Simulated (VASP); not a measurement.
A run of VASP 6.6.1:

The input INCAR:

```
SYSTEM = Na2Al
  PREC = Accurate
  ENCUT = 520
  EDIFF = 1E-6
  ISMEAR = 0
  SIGMA = 0.1
  LREAL = .FALSE.
  LASPH = .TRUE.
  NELM = 80
  ALGO = Normal
  ISIF = 2
  LWAVE = .FALSE.
  LCHARG = .FALSE.
  GGA = PE
  NBANDS = 16
```

Contents of KPOINTS:

```
regular mesh
0
G
  6 6 6
  0 0 0
```

POSCAR

```
Na2Al
1.0
    1.7739917862      1.0242146353      5.3579090043
   -1.7739917862      1.0242146353      5.3579090043
    0.0000000000     -2.0484292706      5.3579090043
Na Al
2 1
Direct
    0.7500000000      0.7500000000      0.7500000000
    0.2500000000      0.2500000000      0.2500000000
    0.0000000000      0.0000000000      0.0000000000
```

Potentials or basis: VASP PAW PBE potentials, release 64 (Na_pv, Al).

Launch:

```sh
$ cat potpaw_PBE.64/Na_pv/POTCAR potpaw_PBE.64/Al/POTCAR > POTCAR
$ mpirun -np 1 vasp_std > vasp.out
```

Hardware: 1 thread of AMD EPYC 9R45 96-Core Processor (Zen 5) (shared host).

Q: Estimate the wall time of this run.

A: It took 36 s on 1 thread of AMD EPYC 9R45 96-Core Processor (Zen 5), with other jobs on the host, peak memory 0.27 GiB. Counts: scf iterations 11, k points 32.
